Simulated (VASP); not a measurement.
# B3C (P-6m2) in VASP: notebook, part 3 of 3

VASP 6.6.1. Earlier steps stand in the parts before.

### 5 Single point, PBE, collinear spin, ferromagnetic start

This run uses another cell than the first one, of 9.45 Å³/atom, 1.405 times its volume.

INCAR reads:

```
SYSTEM = B3C
ALGO     = Normal         ! electronic algorithm
EDIFF    = 1E-6           ! SCF threshold, eV
ENCUT    = 520            ! plane-wave cutoff, eV
GGA      = PE             ! functional
ISIF     = 2              ! what is computed and relaxed
ISMEAR   = 0              ! smearing method
ISPIN    = 2              ! spin polarisation
LASPH    = .True.         ! aspherical terms in the spheres
LCHARG   = .False.        ! write CHGCAR
LORBIT   = 11             ! projections on sites
LREAL    = .False.        ! projectors in reciprocal space
LWAVE    = .False.        ! write WAVECAR
MAGMOM   = 0 0 0 1        ! initial moments
NBANDS   = 18             ! bands
NELM     = 150            ! most SCF steps
PREC     = Accurate       ! precision mode
SIGMA    = 0.1            ! smearing width, eV
```

KPOINTS reads:

```
k-points
0
Gamma
  12 12 2
  0 0 0
```

POSCAR reads:

```
B3C
1.0
    2.4103921000      0.0000000000      0.0000000000
   -1.2051960500      2.0874607900      0.0000000000
    0.0000000000      0.0000000000      7.5087784500
B C
3 1
Direct
    0.0000000000      0.0000000000      0.0000000000
    0.6666666700      0.3333333300      0.7616215300
    0.6666666700      0.3333333300      0.2383784700
    0.0000000000      0.0000000000      0.5000000000
```

Run with:

```sh
$ cat potpaw_PBE.64/B/POTCAR potpaw_PBE.64/C/POTCAR > POTCAR
$ mpirun -np 1 vasp_std > vasp.out
```

It took 17 s on 1 thread of Intel Xeon 6975P-C (Granite Rapids), shared host; peak memory 0.17 GiB.

Results (log left out):

```yaml
Free_energy: -17.9357 eV
Pressure: -37.2 GPa
Largest_force: 0.744 eV/Å
Net_moment: 0.00 μB per cell
Valence_electrons_inside_the_program's_atomic_spheres: B 1.45, 1.40; C 2.01
```

Forces in eV/Å, atoms in the order of the input:
```
B    0.000  0.000  0.000
B    0.000  0.000  0.744
B    0.000  0.000 -0.744
C    0.000  0.000  0.000
```

Stress tensor (GPa, compression positive):
```
-35.63   0.00   0.00
  0.00 -35.63   0.00
  0.00   0.00 -40.40
```

Levels at points of the mesh, in eV from the Fermi level:
Spin up:
```csv
k point,band 3,band 4,band 5,band 6,band 7,band 8,band 9,band 10
"(0.00, 0.00, 0.00)",-11.49,-5.84,-4.89,3.62,4.87,5.13,5.13,8.26
"(0.50, 0.00, 0.00)",-5.87,-5.34,-5.13,-3.35,-0.28,0.71,1.67,2.69
"(0.00, 0.00, 0.50)",-9.89,-8.51,-1.20,-0.27,5.13,5.13,7.44,8.22
"(0.50, 0.00, 0.50)",-6.40,-6.03,-3.87,-2.04,-2.02,-0.93,2.75,3.87
```
Spin down:
| k point | band 3 | band 4 | band 5 | band 6 | band 7 | band 8 | band 9 | band 10 |
| --- | --- | --- | --- | --- | --- | --- | --- | --- |
| (0.00, 0.00, 0.00) | -11.50 | -5.84 | -4.89 | 3.62 | 4.87 | 5.13 | 5.13 | 8.26 |
| (0.50, 0.00, 0.00) | -5.87 | -5.34 | -5.13 | -3.35 | -0.28 | 0.71 | 1.67 | 2.69 |
| (0.00, 0.00, 0.50) | -9.89 | -8.51 | -1.20 | -0.27 | 5.13 | 5.13 | 7.44 | 8.22 |
| (0.50, 0.00, 0.50) | -6.40 | -6.03 | -3.87 | -2.04 | -2.02 | -0.93 | 2.75 | 3.87 |

Caveat: the k points lie up to 0.42 Å⁻¹ apart.

### 6 Single point, PBE

INCAR reads:

```
PREC = Accurate ; ENCUT = 520
EDIFF = 1E-6 ; ISMEAR = 0
SIGMA = 0.1 ; LREAL = False
LASPH = True ; NELM = 60
ALGO = Normal ; ISIF = 2
LWAVE = False ; LCHARG = False
GGA = PE ; NBANDS = 14
```

KPOINTS reads:

```
regular mesh
0
Gamma
  24 24 10
```

POSCAR reads:

```
B3C
1.0
    2.5679910113      0.0000000000      0.0000000000
   -1.2839955056      2.2239454524      0.0000000000
    0.0000000000      0.0000000000      4.7153819859
B C
3 1
Direct
    0.0000000000      0.0000000000      0.0000000000
    0.6666666667      0.3333333333      0.6809022038
    0.6666666667      0.3333333333      0.3190977962
    0.0000000000      0.0000000000      0.5000000000
```

Potentials or basis: VASP PAW PBE potentials, release 64 (B, C).

Run with:

```sh
$ cat potpaw_PBE.64/B/POTCAR potpaw_PBE.64/C/POTCAR > POTCAR
$ mpirun -np 1 vasp_std > vasp.out
```

OUTCAR:

```text
PREC = Accurate
   ENCUT = 520
   EDIFF = 1E-6
   ISMEAR = 0
   LREAL = False
   LASPH = True
   NELM = 60
   ISIF = 2
   GGA = PE

 ion  position               nearest neighbor table
   1  0.000  0.000  0.000-   2 2.11   3 2.11   2 2.11   3 2.11   2 2.11   3 2.11
   2  0.667  0.333  0.681-   3 1.71   4 1.71   4 1.71   4 1.71   1 2.11   1 2.11   1 2.11
   3  0.667  0.333  0.319-   2 1.71   4 1.71   4 1.71   4 1.71   1 2.11   1 2.11   1 2.11
   4  0.000  0.000  0.500-   2 1.71   3 1.71   2 1.71   3 1.71   2 1.71   3 1.71

[... 609 lines left out ...]
  Direction    XX          YY          ZZ          XY          YZ          ZX
  --------------------------------------------------------------------------------------
  -------------------------------------------------------------------------------------
  Total        0.0149773      0.0149773      0.0060199      0.0000000      0.0000000      0.0000000
  in kB        0.8910656      0.8910656      0.3581479      0.0000000      0.0000000      0.0000000
  external PRESSURE =       0.7134264 kB  Pullay stress =       0.0000000 kB

 VOLUME and BASIS-vectors are now :
 -----------------------------------------------------------------------------
  energy-cutoff  :      520.00
  volume of cell :       26.93
      direct lattice vectors                 reciprocal lattice vectors
     2.567991011  0.000000000  0.000000000     0.389409463  0.224825658  0.000000000
    -1.283995506  2.223945452  0.000000000     0.000000000  0.449651316  0.000000000
     0.000000000  0.000000000  4.715381986     0.000000000  0.000000000  0.212071896

 POSITION                                       TOTAL-FORCE (eV/Angst)
 -----------------------------------------------------------------------------------
      0.00000      0.00000      0.00000        -0.000000      0.000000      0.000000
      1.28400      0.74132      3.21071         0.000000     -0.000000      0.014755
      1.28400      0.74132      1.50467         0.000000      0.000000     -0.014755
      0.00000      0.00000      2.35769        -0.000000      0.000000      0.000000
 -----------------------------------------------------------------------------------
    total drift:                               -0.000000      0.000000     -0.000000

  FREE ENERGIE OF THE ION-ELECTRON SYSTEM (eV)
  ---------------------------------------------------
  free  energy   TOTEN  =       -23.6096211580 eV

  energy  without entropy=      -23.6062300488  energy(sigma->0) =      -23.60792560
```

OSZICAR:

```text
N       E                     dE             d eps       ncg     rms          rms(c)
DAV:   1     0.176626641643E+02    0.17663E+02   -0.62856E+03 10256   0.842E+02
DAV:   2    -0.229796013006E+02   -0.40642E+02   -0.37511E+02 13550   0.163E+02
DAV:   3    -0.244532045800E+02   -0.14736E+01   -0.14635E+01 13662   0.260E+01
DAV:   4    -0.244599463828E+02   -0.67418E-02   -0.67394E-02 11448   0.198E+00
DAV:   5    -0.244599917898E+02   -0.45407E-04   -0.45404E-04 13950   0.140E-01    0.566E+00
DAV:   6    -0.236580960560E+02    0.80190E+00   -0.19364E+00 12756   0.899E+00    0.270E+00
DAV:   7    -0.236244867936E+02    0.33609E-01   -0.24177E-01 11130   0.322E+00    0.167E+00
DAV:   8    -0.236098480032E+02    0.14639E-01   -0.21434E-02 13482   0.103E+00    0.277E-01
DAV:   9    -0.236096382057E+02    0.20980E-03   -0.19195E-03 13284   0.325E-01    0.723E-02
DAV:  10    -0.236096230136E+02    0.15192E-04   -0.38098E-04 12422   0.134E-01    0.249E-02
DAV:  11    -0.236096203145E+02    0.26991E-05   -0.21798E-05 12648   0.335E-02    0.712E-03
DAV:  12    -0.236096211580E+02   -0.84344E-06   -0.33534E-06 12720   0.134E-02
   1 F= -.23609621E+02 E0= -.23607926E+02  d E =-.339111E-02
```

stdout:

```text
POSCAR found type information on POSCAR B C
 POSCAR found :  2 types and       4 ions
 scaLAPACK will be used
 LDA part: xc-table for (Slater+PW92), standard interpolation
 POSCAR, INCAR and KPOINTS ok, starting setup
 FFT: planning ... GRIDC
 FFT: planning ... GRID_SOFT
 FFT: planning ... GRID
 WAVECAR not read
 entering main loop
```

Wall time 40 s (1 thread of Intel Xeon 6975P-C (Granite Rapids), shared host); peak memory 0.22 GiB.

What came out:

* Free energy: -23.6096 eV
* Pressure: 0.1 GPa
* Largest force: 0.015 eV/Å

Forces on the atoms (eV/Å):
```
B    0.000  0.000  0.000
B    0.000  0.000  0.015
B    0.000  0.000 -0.015
C    0.000  0.000  0.000
```

Levels at points of the mesh, in eV from the Fermi level:
```csv
k point,band 3,band 4,band 5,band 6,band 7,band 8,band 9,band 10,band 11,band 12
"(0.00, 0.00, 0.00)",-11.68,-1.43,-1.43,1.02,5.61,6.39,6.39,7.26,7.26,7.70
"(0.50, 0.00, 0.00)",-7.88,-6.77,-4.87,-4.00,-2.61,4.00,4.59,4.70,4.84,8.42
"(0.00, 0.00, 0.50)",-6.24,-4.69,-1.33,-1.33,5.44,5.44,6.87,6.87,8.50,9.05
"(0.50, 0.00, 0.50)",-9.10,-7.49,-4.71,-1.10,-0.44,1.76,1.97,4.09,5.45,8.57
```

### 7 The runs side by side

```csv
task,spin,cell,k mesh,cutoff (eV),gap on the mesh (eV),pressure (GPa),moment (μB),relaxed volume (Å³/atom),largest force (eV/Å)
relaxation of cell and atoms,off,"relaxed from a = 2.568, b = 2.568, c = 4.707 Å, angles 90.0, 90.0, 120.0°, 4 atoms",6 × 6 × 4,600,none,0.3,-,6.63,0.02
single point,"collinear, ferromagnetic start","a = 2.571, b = 2.571, c = 4.642 Å, angles 90.0, 90.0, 120.0°, 4 atoms",6 × 6 × 4,520,none,0.1,0.00,-,0.01
relaxation of cell and atoms,off,"relaxed from a = 2.410, b = 2.410, c = 7.509 Å, angles 90.0, 90.0, 120.0°, 4 atoms",12 × 12 × 2,600,none,0.0,-,6.61,-
single point,"collinear, ferromagnetic start","a = 2.410, b = 2.410, c = 7.509 Å, angles 90.0, 90.0, 120.0°, 4 atoms",12 × 12 × 2,520,none,-37.2,0.00,-,0.74
single point,off,"a = 2.568, b = 2.568, c = 4.715 Å, angles 90.0, 90.0, 120.0°, 4 atoms",24 × 24 × 10,520,none,0.1,-,-,0.01
```

Alike in all rows: level PBE; potentials or basis VASP PAW PBE potentials, release 64 (B, C); smearing gaussian 0.1 eV.

Caveats: some runs use coarse meshes; the volume moved by over 15 % at a fixed basis, so the end points are rough (some runs).

Total energies depend on the potentials used, so only differences within one code and one set of settings carry meaning.
